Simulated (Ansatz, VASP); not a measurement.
One calculation of Nb, two programs

```
Nb
1.0
    -1.65453    1.65453    1.65453
     1.65453   -1.65453    1.65453
     1.65453    1.65453   -1.65453
Nb
1
Direct
  0.00000 0.00000 0.00000
```

Alike in both runs: task single point; functional PBE; k mesh 34 × 34 × 34; no spin polarisation.

|  | VASP | Ansatz |
| --- | --- | --- |
| version | VASP 6.6.1 | Ansatz 0.2.0 |
| potentials or method | VASP PAW PBE potentials, release 64 (Nb_sv) | plane-wave PAW, scalar-relativistic |
| plane-wave cutoff (eV) | 520 | 420 |
| occupations | methfessel-paxton of order 1, width 0.1 eV | cold, width 0.1 eV |
| valence electrons in the cell | 13 | 13 |

```csv
,VASP,Ansatz,Ansatz less VASP
pressure (GPa),-0.2,0.1,+0.32
```
